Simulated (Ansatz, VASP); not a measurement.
## In: VASP beside Ansatz

```
CELL_PARAMETERS angstrom
0.00000 3.19318 3.19318
3.19318 0.00000 3.19318
3.19318 3.19318 0.00000
ATOMIC_POSITIONS crystal
In 0.87500 0.87500 0.87500
In 0.12500 0.12500 0.12500
```

Change from the starting cell: volume scaled by 0.85, LAPW.

Alike in both runs: task single point; functional PBE; k mesh 11 × 11 × 11; occupations fermi-dirac, width 0.1 eV; no spin polarisation.

```csv
,VASP,Ansatz
version,VASP 6.6.1,Ansatz 0.2.0
potentials or method,"VASP PAW PBE potentials, release 64 (In_d), cutoff 520 eV","all-electron LAPW, scalar-relativistic"
```

|  | VASP | Ansatz | Ansatz less VASP |
| --- | --- | --- | --- |
| pressure (GPa) | 5.2 | 5.2 | +0.02 |

Ansatz ran all-electron here, and VASP with PAW potentials.
